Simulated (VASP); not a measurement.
Set up this calculation in VASP 6.6.1, as the native input.

```yaml
Task: single point
Functional: r2SCAN
Potentials_or_basis: VASP PAW PBE potentials, release 64 (Sn_d, Se)
Cutoff: 520 eV
k_mesh: 6 × 6 × 6
Occupations: fermi-dirac, width 0.3 eV
Spin: no spin polarisation
Dipole_correction: no
Further_INCAR_settings: ALGO = Normal; EDIFF = 1e-06; NBANDS = 32
```

The system is Sn3Se.

```xyz
4
Lattice="0.0000 3.6827 3.6827 3.6827 0.0000 3.6827 3.6827 3.6827 0.0000" Properties=species:S:1:pos:R:3 pbc="T T T"
Sn    1.8413    1.8413    1.8413
Sn    5.5240    5.5240    5.5240
Sn    3.6827    3.6827    3.6827
Se    0.0000    0.0000    0.0000
```

One way to write it, as run:

POSCAR

```
Sn3Se
1.0
    0.0000000000      3.6826859773      3.6826859773
    3.6826859773      0.0000000000      3.6826859773
    3.6826859773      3.6826859773      0.0000000000
Sn Se
3 1
Direct
    0.2500000000      0.2500000000      0.2500000000
    0.7500000000      0.7500000000      0.7500000000
    0.5000000000      0.5000000000      0.5000000000
    0.0000000000      0.0000000000      0.0000000000
```

INCAR.step1

```
SYSTEM = Sn3Se
  ALGO = Normal
  EDIFF = 1E-4
  ENCUT = 520
  GGA = PE
  ISMEAR = -1
  LASPH = .TRUE.
  LCHARG = .FALSE.
  LREAL = .FALSE.
  LWAVE = .TRUE.
  NBANDS = 32
  NELM = 100
  PREC = Accurate
  SIGMA = 0.3
```

INCAR.step2

```
SYSTEM = Sn3Se
  ALGO = Normal
  EDIFF = 1E-6
  ENCUT = 520
  ISIF = 2
  ISMEAR = -1
  ISTART = 1
  LASPH = .TRUE.
  LCHARG = .FALSE.
  LMIXTAU = .TRUE.
  LREAL = .FALSE.
  LWAVE = .FALSE.
  METAGGA = R2SCAN
  NBANDS = 32
  NELM = 100
  PREC = Accurate
  SIGMA = 0.3
```

KPOINTS

```
k-points
0
G
  6 6 6
  0 0 0
```

Potentials or basis: VASP PAW PBE potentials, release 64 (Sn_d, Se).

Run with:

```bash
$ cat potpaw_PBE.64/Sn_d/POTCAR potpaw_PBE.64/Se/POTCAR > POTCAR
$ cp INCAR.step1 INCAR
$ mpirun -np 1 vasp_std > vasp.out
$ cp INCAR.step2 INCAR
$ mpirun -np 1 vasp_std > vasp.out
```

It gave:

```yaml
Pressure: 1.6 GPa
Band_gap_on_the_k_mesh: zero (band 24 reaches 8.21 eV, above the bottom of band 25 at 6.22 eV)
```

Caveat: the PAW data sets were made with another functional, which shifts forces and pressure a little; spin-orbit coupling is left out, which moves the levels of the heavy elements.

Run time: 87 s on 1 thread of Intel(R) Xeon(R) 6975P-C (Granite Rapids), with other jobs on the host, peak memory 0.27 GiB.
